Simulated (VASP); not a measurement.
**GaN: single point with PBE**

GaN:

```
CELL_PARAMETERS angstrom
0.00000 2.25350 2.25350
2.25350 0.00000 2.25350
2.25350 2.25350 0.00000
ATOMIC_POSITIONS crystal
Ga 0.00000 0.00000 0.00000
N 0.75000 0.75000 0.75000
```

* Program: VASP 6.6.1
* Task: single point
* Functional: PBE
* Potentials or basis: VASP PAW PBE potentials, release 64 (Ga_d, N)
* Cutoff: 600 eV
* k mesh: 1 × 1 × 1
* Occupations: fermi-dirac, width 0.01 eV
* Spin: no spin polarisation

The pressure is 63.5 GPa.

Levels at points of the mesh, in eV from the Fermi level:
```
           k point  band 7  band 8  band 9  band 10  band 11  band 12
(0.00, 0.00, 0.00)   -0.27   -0.27   -0.27     0.25     7.26     7.26
```

Wall time 2.7 s on 1 thread of AMD EPYC 7R13 Processor (Zen 3) (shared host), peak memory 0.12 GiB.

Caveat: the k points lie up to 2.41 Å⁻¹ apart.
